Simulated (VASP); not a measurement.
# Te (R-3m) in VASP: further runs

Aim: see how the results for Te move with the level of theory and the settings. Levels: revpbe exchange, lda correlation, PBEsol, pbesol exchange, pbe correlation. Tasks: single point.

Everything below comes from runs of VASP 6.6.1. Logs are shortened: lines on timing, memory, paths and dates and some standing lists are left out, and cuts for length are marked.

## Step 1: The cell of the first run

The structure is trigonal, space group R-3m (No. 166). Conventional cell: a = 4.612 Å, b = 4.612 Å, c = 5.073 Å, α = 90.00°, β = 90.00°, γ = 120.00°. Within 4.4 Å of Te (site symmetry -3m) lie 12 Te at 3.15 to 4.30 Å.

## Step 2: Single point, revpbe exchange, lda correlation

INCAR

```
SYSTEM = Te
PREC     = Accurate       ! precision mode
ENCUT    = 500            ! plane-wave cutoff, eV
EDIFF    = 1E-6           ! SCF threshold, eV
ISMEAR   = 0              ! smearing method
SIGMA    = 0.15           ! smearing width, eV
LREAL    = .FALSE.        ! projectors in reciprocal space
LASPH    = .TRUE.         ! aspherical terms in the spheres
NELM     = 120            ! most SCF steps
ALGO     = Normal         ! electronic algorithm
ISIF     = 2              ! what is computed and relaxed
LWAVE    = .FALSE.        ! write WAVECAR
LCHARG   = .FALSE.        ! write CHGCAR
GGA      = LIBXC          ! functional
LIBXC1   = GGA_X_PBE_R  
LIBXC2   = LDA_C_PW     
NBANDS   = 9              ! bands
GGA_COMPAT= .FALSE.
```

KPOINTS

```
Automatic mesh
0
G
  9 9 9
  0 0 0
```

POSCAR

```
Te
1.0
    2.3059043450      1.3313144943      1.6909537033
   -2.3059043450      1.3313144943      1.6909537033
    0.0000000000     -2.6626289886      1.6909537033
Te
1
Direct
    0.5000000000      0.5000000000      0.5000000000
```

Potentials or basis: VASP PAW PBE potentials, release 64 (Te).

The run is started by

```bash
cat potpaw_PBE.64/Te/POTCAR > POTCAR
mpirun -np 1 vasp_std > vasp.out
```

OUTCAR:

```text
SYSTEM = Te
   PREC = Accurate
   ENCUT = 500
   EDIFF = 1E-6
   ISMEAR = 0
   LREAL = .FALSE.
   LASPH = .TRUE.
   NELM = 120
   ISIF = 2
   GGA = LIBXC

 ion  position               nearest neighbor table
   1  0.500  0.500  0.500-

  LATTYP: Found a trigonal (rhomboedric) cell.
 ALAT       =     3.1541904758
 COS(alpha) =    -0.0688991677

  Lattice vectors:

 A1 = (   2.3059043450,   1.3313144943,   1.6909537033)
 A2 = (  -2.3059043450,   1.3313144943,   1.6909537033)
 A3 = (   0.0000000000,  -2.6626289886,   1.6909537033)

Analysis of symmetry for initial positions (statically):
=====================================================================
 Subroutine PRICEL returns:
 Original cell was already a primitive cell.

 Routine SETGRP: Setting up the symmetry group for a
 trigonal (rhombohedral) supercell.

 Subroutine GETGRP returns: Found 12 space group operations
 (whereof 12 operations were pure point group operations)
 out of a pool of 12 trial point group operations.

The static configuration has the point symmetry D_3d.

Analysis of symmetry for dynamics (positions and initial velocities):
=====================================================================
 Subroutine PRICEL returns:
 Original cell was already a primitive cell.

 Routine SETGRP: Setting up the symmetry group for a
 trigonal (rhombohedral) supercell.

 Subroutine GETGRP returns: Found 12 space group operations
 (whereof 12 operations were pure point group operations)
 out of a pool of 12 trial point group operations.

The dynamic configuration has the point symmetry D_3d.

 Subroutine INISYM returns: Found 12 space group operations
 (whereof 12 operations are pure point group operations),
 and found     1 'primitive' translations

----------------------------------------------------------------------------------------

                                     Primitive cell

  volume of cell :      31.1462

  direct lattice vectors                    reciprocal lattice vectors
     2.305904345  1.331314494  1.690953703     0.216834667  0.125189553  0.197127416
    -2.305904345  1.331314494  1.690953703    -0.216834667  0.125189553  0.197127416
     0.000000000 -2.662628989  1.690953703     0.000000000 -0.250379106  0.197127416

  length of vectors
     3.154190476  3.154190476  3.154190476     0.318667405  0.318667405  0.318667405

  position of ions in fractional coordinates (direct lattice)
     0.500000000  0.500000000  0.500000000

  ion indices of the primitive-cell ions
[... 78 lines left out ...]
   IBRION =     -1    ionic relax: 0-MD 1-quasi-New 2-CG
   NFREE  =      0    steps in history (QN), initial steepest desc. (CG)
   ISIF   =      2    stress and relaxation
   ISYM   =      2    0-nonsym 1-usesym 2-fastsym
   POTIM  = 0.5000    time-step for ionic-motion
   TEBEG  =    0.0;   TEEND  =   0.0 temperature during run
   PSTRESS=    0.0 pullay stress
   NELECT =       6.0000    total number of electrons
   NUPDOWN=      -1.0000    fix difference up-down
   EMIN   =  10.00;   EMAX   =-10.00  energy-range for DOS
   EFERMI =   0.00;   METHOD = LEGACY
   ISMEAR =     0;   SIGMA  =   0.15  broadening in eV -4-tet -1-fermi 0-gaus
   EFERMI_NEDOS =   21; number of points for ismear=-14 and -15
   IALGO  =     38    algorithm
   IMIX   =      4    mixing-type and parameters
     AMIX     =   0.40;   BMIX     =  1.00
     AMIX_MAG =   1.60;   BMIX_MAG =  1.00
  volume/ion in A,a.u.               =      31.15       210.18
  Fermi-wavevector in a.u.,A,eV,Ry     =   0.945490  1.786717 12.162947  0.893951
  Thomas-Fermi vector in A             =   2.073397
   LORBIT       =      0    0 simple, 1 ext, 2 COOP (PROOUT), +10 PAW based schemes
   GGA     = LIBXC    functional components
   LHFCALC =     F    Hartree Fock is set to
   AEXX    =    0.0000 exact exchange contribution
   IVDW    =     0    specifies the selected vdW correction
   LEPSILON=     F    determine dielectric tensor
   LRPA    =     F    only Hartree local field effects (RPA)
 non-spin polarized calculation
 Gauss-broadening in eV      SIGMA  =   0.15
  energy-cutoff  :      500.00
  volume of cell :       31.15
 maximum number of plane-waves:       805
   NGX = 11   NGY = 11   NGZ = 11

 number of electron       5.9999999 magnetization

 Free energy of the ion-electron system (eV)
  ---------------------------------------------------
  ext. energy  EPLUGINS =         0.00000000
  ---------------------------------------------------
  free energy    TOTEN  =        -1.83329900 eV

  energy without entropy =       -1.82621905  energy(sigma->0) =       -1.82975903

 E-fermi :   7.1909     XC(G=0):  -9.1014

 val. band max:        7.1762370756   @ k =  -0.3333  -0.3333   0.2222
 cond. band min:       7.2247526156   @ k =   0.2222   0.1111   0.1111
 fundamental gap:      0.0485155400
 Fermi energy:         7.1908985910

 k-point     1 :       0.0000    0.0000    0.0000
  band No.  band energies     occupation
      1      -6.7822      2.00000
      2       8.0803      0.00000
      3       8.5946      0.00000
      4       8.5946      0.00000
      5      13.4312      0.00000
      6      13.4312      0.00000
      7      14.6066      0.00000
      8      24.2907      0.00000
      9      24.3390      0.00000
[... 265 lines left out ...]
 k-point    24 :       0.4444    0.4444    0.0000
  band No.  band energies     occupation
      1      -3.2814      2.00000
      2       2.3717      2.00000
      3       3.0162      2.00000
      4      10.0832      0.00000
      5      10.9181      0.00000
      6      17.5462      0.00000
      7      19.4918      0.00000
      8      20.0371      0.00000
      9      20.2669      0.00000

 [... further k-points ...]

------------------------ aborting loop because EDIFF is reached ----------------------------------------

  FORCE on cell =-STRESS in cart. coord.  units (eV):
  Direction    XX          YY          ZZ          XY          YZ          ZX
  --------------------------------------------------------------------------------------
  -------------------------------------------------------------------------------------
  Total        1.9035636      1.9035636      1.9541023     -0.0000000      0.0000000      0.0000000
  in kB       97.9203709     97.9203709    100.5201112     -0.0000000      0.0000000      0.0000000
  external PRESSURE =      98.7869510 kB  Pullay stress =       0.0000000 kB

 VOLUME and BASIS-vectors are now :
 -----------------------------------------------------------------------------
  energy-cutoff  :      500.00
  volume of cell :       31.15
      direct lattice vectors                 reciprocal lattice vectors
     2.305904345  1.331314494  1.690953703     0.216834667  0.125189553  0.197127416
    -2.305904345  1.331314494  1.690953703    -0.216834667  0.125189553  0.197127416
     0.000000000 -2.662628989  1.690953703     0.000000000 -0.250379106  0.197127416

 POSITION                                       TOTAL-FORCE (eV/Angst)
 -----------------------------------------------------------------------------------
      0.00000      0.00000      2.53643         0.000000      0.000000     -0.000000
 -----------------------------------------------------------------------------------
    total drift:                                0.000000      0.000000     -0.000000

  FREE ENERGIE OF THE ION-ELECTRON SYSTEM (eV)
  ---------------------------------------------------
  free  energy   TOTEN  =        -1.8332989962 eV

  energy  without entropy=       -1.8262190545  energy(sigma->0) =       -1.82975903
```

OSZICAR:

```text
N       E                     dE             d eps       ncg     rms          rms(c)
DAV:   1     0.194624294091E+02    0.19462E+02   -0.24828E+03  1538   0.518E+02
DAV:   2    -0.120052260164E+01   -0.20663E+02   -0.19663E+02  2029   0.726E+01
DAV:   3    -0.181794518026E+01   -0.61742E+00   -0.60975E+00  1879   0.156E+01
DAV:   4    -0.182315028251E+01   -0.52051E-02   -0.52048E-02  2193   0.164E+00
DAV:   5    -0.182320010552E+01   -0.49823E-04   -0.49823E-04  2014   0.121E-01    0.807E+00
DAV:   6    -0.182721477860E+01   -0.40147E-02   -0.46137E-03  1760   0.374E-01    0.488E+00
DAV:   7    -0.183277082137E+01   -0.55560E-02   -0.11065E-02  1665   0.600E-01    0.148E-01
DAV:   8    -0.183322688761E+01   -0.45607E-03   -0.51397E-04  1776   0.140E-01    0.336E-02
DAV:   9    -0.183329841941E+01   -0.71532E-04   -0.84254E-05  1818   0.626E-02    0.262E-02
DAV:  10    -0.183329899616E+01   -0.57675E-06   -0.80924E-06  1867   0.147E-02
   1 F= -.18332990E+01 E0= -.18297590E+01  d E =-.707994E-02
```

Run time: 14 s. Hardware: 1 thread of Intel Xeon Platinum 8259CL at 2.50GHz (Skylake/Cascade Lake), shared host; peak memory 0.15 GiB.

What came out:

```yaml
Free_energy: -1.8333 eV
Pressure: 9.9 GPa
Band_gap_on_the_k_mesh: zero (bands 3 and 4 overlap by 4.84 eV)
```

Stress tensor (GPa, compression positive):
```
 9.79  0.00  0.00
 0.00  9.79  0.00
 0.00  0.00 10.05
```

Caveat: the cell stands under pressure; the PAW data sets were made with another functional, which shifts forces and pressure a little; spin-orbit coupling is left out, which moves the levels of the heavy elements.

## Step 3: Single point, PBEsol

This run uses another cell than the first one, of 29.28 Å³/atom.

INCAR

```
SYSTEM = Te
  PREC = Accurate
  ENCUT = 520
  EDIFF = 1E-6
  ISMEAR = -1
  SIGMA = 0.05
  LREAL = .False.
  LASPH = .True.
  NELM = 100
  ALGO = Normal
  ISIF = 2
  LWAVE = .False.
  LCHARG = .False.
  GGA = PS
  NBANDS = 9
```

KPOINTS

```
Automatic mesh
0
Gamma
  9 9 9
  0 0 0
```

POSCAR

```
Te
1.0
    2.2588318621      1.3041371837      1.6564347588
   -2.2588318621      1.3041371837      1.6564347588
    0.0000000000     -2.6082743673      1.6564347588
Te
1
Direct
    0.5000000000      0.5000000000      0.5000000000
```

Potentials or basis: VASP PAW PBE potentials, release 64 (Te).

The run is started by

```bash
cat potpaw_PBE.64/Te/POTCAR > POTCAR
mpirun -np 1 vasp_std > vasp.out
```

Wall time 18 s (1 thread of AMD EPYC 7R13, shared host); peak memory 0.12 GiB.

The run converged. Its results:

* Free energy: -3.4831 eV
* Pressure: 4.0 GPa
* Band gap on the k mesh: zero (bands 3 and 4 overlap by 5.31 eV)

Stress tensor (GPa, compression positive):
```
4.36 0.00 0.00
0.00 4.36 0.00
0.00 0.00 3.41
```

Levels at points of the mesh, in eV from the Fermi level:
```csv
k point,band 1,band 2,band 3,band 4,band 5,band 6,band 7,band 8
"(0.00, 0.00, 0.00)",-14.52,1.03,1.51,1.51,5.98,5.98,6.82,17.17
```

Caveat: the cell stands under pressure; the PAW data sets were made with another functional, which shifts forces and pressure a little; spin-orbit coupling is left out, which moves the levels of the heavy elements.

## Step 4: Single point, PBEsol

This run uses another cell than the first one, of 31.77 Å³/atom.

INCAR

```
SYSTEM = Te
ALGO = Normal
EDIFF = 1E-6
ENCUT = 520
GGA = PS
ISIF = 2
ISMEAR = -1
LASPH = .True.
LCHARG = .False.
LREAL = .False.
LWAVE = .False.
NBANDS = 9
NELM = 100
PREC = Accurate
SIGMA = 0.05
```

KPOINTS

```
k-points
0
Gamma
  9 9 9
  0 0 0
```

POSCAR

```
Te
1.0
    2.3211756774      1.3401314022      1.7021523992
   -2.3211756774      1.3401314022      1.7021523992
    0.0000000000     -2.6802628044      1.7021523992
Te
1
Direct
    0.5000000000      0.5000000000      0.5000000000
```

The run is started by

```bash
cat potpaw_PBE.64/Te/POTCAR > POTCAR
mpirun -np 1 vasp_std > vasp.out
```

It took 17 s on 1 thread of AMD EPYC 7R13, shared host; peak memory 0.12 GiB.

The run converged. Its results:

| Property | Result |
| --- | --- |
| Free energy | -3.5029 eV |
| Pressure | -1.1 GPa |
| Band gap on the k mesh | zero (bands 3 and 4 overlap by 4.78 eV) |

Stress tensor (GPa, compression positive):
```
-1.27  0.00  0.00
 0.00 -1.27  0.00
 0.00  0.00 -0.85
```

Levels at points of the mesh, in eV from the Fermi level:
```tsv
k point	band 1	band 2	band 3	band 4	band 5	band 6	band 7	band 8
(0.00, 0.00, 0.00)	-13.83	0.95	1.41	1.41	6.09	6.09	6.47	16.68
```

Caveat: the PAW data sets were made with another functional, which shifts forces and pressure a little; spin-orbit coupling is left out, which moves the levels of the heavy elements.

## Step 5: Single point, pbesol exchange, pbe correlation, collinear spin (29.28 Å³/atom)

This run uses another cell than the first one, of 29.28 Å³/atom.

INCAR

```
PREC = Accurate
ENCUT = 500
EDIFF = 1E-6
ISMEAR = 0
SIGMA = 0.05
LREAL = F
LASPH = T
NELM = 200
ALGO = Normal
ISIF = 2
LWAVE = F
LCHARG = F
ISPIN = 2
MAGMOM = 1
LORBIT = 11
NUPDOWN = 1.0
GGA = LIBXC
LIBXC1 = GGA_X_PBE_SOL
LIBXC2 = GGA_C_PBE
NBANDS = 13
GGA_COMPAT = F
```

KPOINTS

```
Automatic mesh
0
Gamma
  9 9 9
```

POSCAR

```
Te
1.0
    2.2588318621      1.3041371837      1.6564347588
   -2.2588318621      1.3041371837      1.6564347588
    0.0000000000     -2.6082743673      1.6564347588
Te
1
Direct
    0.5000000000      0.5000000000      0.5000000000
```

The run is started by

```bash
cat potpaw_PBE.64/Te/POTCAR > POTCAR
mpirun -np 1 vasp_std > vasp.out
```

Run time: 25 s. Hardware: 1 thread of Intel Xeon Platinum 8259CL at 2.50GHz (Skylake/Cascade Lake), shared host; peak memory 0.17 GiB.

Results (log left out):

```
Free energy                                           : -2.8018 eV
Pressure                                              : 8.1 GPa
Net moment                                            : 1.00 μB per cell
Site moments                                          : Te +0.59 μB
Valence electrons inside the program's atomic spheres : Te 3.31
```

Stress tensor (GPa, compression positive):
```
8.69 0.00 0.00
0.00 8.69 0.00
0.00 0.00 6.83
```

Caveat: the cell stands under pressure; the PAW data sets were made with another functional, which shifts forces and pressure a little; spin-orbit coupling is left out, which moves the levels of the heavy elements; the total moment is fixed, so each spin has its own Fermi level.

## Step 6: Single point, pbesol exchange, pbe correlation, collinear spin (29.90 Å³/atom)

This run uses another cell than the first one, of 29.90 Å³/atom.

INCAR

```
SYSTEM = Te
PREC = Accurate
ENCUT = 500
EDIFF = 1E-6
ISMEAR = 0
SIGMA = 0.05
LREAL = .False.
LASPH = .True.
NELM = 200
ALGO = Normal
ISIF = 2
LWAVE = .False.
LCHARG = .False.
ISPIN = 2
MAGMOM = 1
LORBIT = 11
NUPDOWN = 1.0
GGA = LIBXC
LIBXC1 = GGA_X_PBE_SOL
LIBXC2 = GGA_C_PBE
NBANDS = 13
GGA_COMPAT = .False.
```

KPOINTS

```
regular mesh
0
Gamma
  9 9 9
  0 0 0
```

POSCAR

```
Te
1.0
    2.2747396529      1.3133215509      1.6681001767
   -2.2747396529      1.3133215509      1.6681001767
    0.0000000000     -2.6266431019      1.6681001767
Te
1
Direct
    0.5000000000      0.5000000000      0.5000000000
```

Potentials or basis: VASP PAW PBE potentials, release 64 (Te).

The run is started by

```bash
cat potpaw_PBE.64/Te/POTCAR > POTCAR
mpirun -np 1 vasp_std > vasp.out
```

Wall time 26 s (1 thread of Intel Xeon Platinum 8259CL at 2.50GHz (Skylake/Cascade Lake), shared host); peak memory 0.17 GiB.

Results (log left out):

| Item | Value |
| --- | --- |
| Free energy | -2.8301 eV |
| Pressure | 6.5 GPa |
| Net moment | 1.00 μB per cell |
| Site moments | Te +0.58 μB |
| Valence electrons inside the program's atomic spheres | Te 3.30 |

Stress tensor (GPa, compression positive):
```
6.97 0.00 0.00
0.00 6.97 0.00
0.00 0.00 5.44
```

Caveat: the cell stands under pressure; the PAW data sets were made with another functional, which shifts forces and pressure a little; spin-orbit coupling is left out, which moves the levels of the heavy elements; the total moment is fixed, so each spin has its own Fermi level.

## Step 7: The runs side by side

| level | spin | fixed moment (μB) | cell | cutoff (eV) | smearing | gap on the mesh (eV) | pressure (GPa) | moment (μB) |
| --- | --- | --- | --- | --- | --- | --- | --- | --- |
| revpbe exchange, lda correlation | off | - | a = 3.154 Å, angles 94.0°, 1 atom | 500 | gaussian 0.15 eV | none | 9.9 | - |
| PBEsol | off | - | a = 3.090 Å, angles 94.0°, 1 atom | 520 | fermi-dirac 0.05 eV | none | 4.0 | - |
| PBEsol | off | - | a = 3.175 Å, angles 94.0°, 1 atom | 520 | fermi-dirac 0.05 eV | none | -1.1 | - |
| pbesol exchange, pbe correlation | collinear | 1.0 | a = 3.090 Å, angles 94.0°, 1 atom | 500 | gaussian 0.05 eV | - | 8.1 | 1.00 |
| pbesol exchange, pbe correlation | collinear | 1.0 | a = 3.112 Å, angles 94.0°, 1 atom | 500 | gaussian 0.05 eV | - | 6.5 | 1.00 |

Alike in all rows: task single point; potentials or basis VASP PAW PBE potentials, release 64 (Te); k mesh 9 × 9 × 9.

Caveats: the PAW data sets were made with another functional, which shifts forces and pressure a little; spin-orbit coupling is left out, which moves the levels of the heavy elements; the cell stands under pressure (at least some runs); the total moment is fixed, so each spin has its own Fermi level (at least some runs).

Total energies depend on the potentials used, so only differences within one code and one set of settings carry meaning.
